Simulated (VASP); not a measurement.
Write the native input for VASP 6.6.1 that does the following.

| Item | Value |
| --- | --- |
| Task | relaxation of cell and atoms |
| Functional | PBEsol |
| Dispersion | D4 |
| Potentials or basis | VASP PAW PBE potentials, release 64 (Ag) |
| Cutoff | 600 eV |
| k mesh | 11 × 11 × 11 |
| Occupations | fermi-dirac, width 0.05 eV |
| Spin | no spin polarisation |
| Dipole correction | no |
| Further INCAR settings | ALGO = Normal; EDIFF = 1e-06; IBRION = 2; EDIFFG = -0.005; NSW = 80; ISIF = 3 |

The structure of Ag lies in POSCAR:

```
Ag
1.0
    0.0000000000      2.0427500000      2.0427500000
    2.0427500000      0.0000000000      2.0427500000
    2.0427500000      2.0427500000      0.0000000000
Ag
1
Direct
    0.0000000000      0.0000000000      0.0000000000
```

These files were run (other wordings do the same):

INCAR

```
  ALGO = Normal
  EDIFF = 1E-6
  EDIFFG = -0.005
  ENCUT = 600
  GGA = PS
  IBRION = 2
  ISIF = 3
  ISMEAR = -1
  IVDW = 13
  LASPH = True
  LCHARG = False
  LREAL = False
  LWAVE = False
  NELM = 100
  NSW = 80
  PREC = Accurate
  SIGMA = 0.05
```

KPOINTS

```
k-points
0
Gamma
  11 11 11
```

Potentials or basis: VASP PAW PBE potentials, release 64 (Ag).

Command:

```console
$ cat potpaw_PBE.64/Ag/POTCAR > POTCAR
$ mpirun -np 1 vasp_std > vasp.out
```

Results of the run:

```yaml
Relaxed_volume: 16.18 Å³/atom
Relaxed_cell: a = 2.839 Å, b = 2.839 Å, c = 2.839 Å, α = 60.00°, β = 60.00°, γ = 60.00°
Space_group_after_relaxing_to_0.05_Å: Fm-3m (No. 225)
Energy_gained_by_relaxing: 17.4 meV/atom
Ionic_steps: 3
Pressure_after_relaxing: 0.0 GPa
Dispersion_energy_per_atom: -0.347 eV
```

Caveat: the PAW data sets were made with another functional, which shifts forces and pressure a little; pairwise dispersion overbinds metals, which lowers pressure and volume.

Wall time 8.3 s on 1 thread of Intel(R) Xeon(R) 6975P-C (Granite Rapids), with other jobs on the host, peak memory 0.15 GiB.
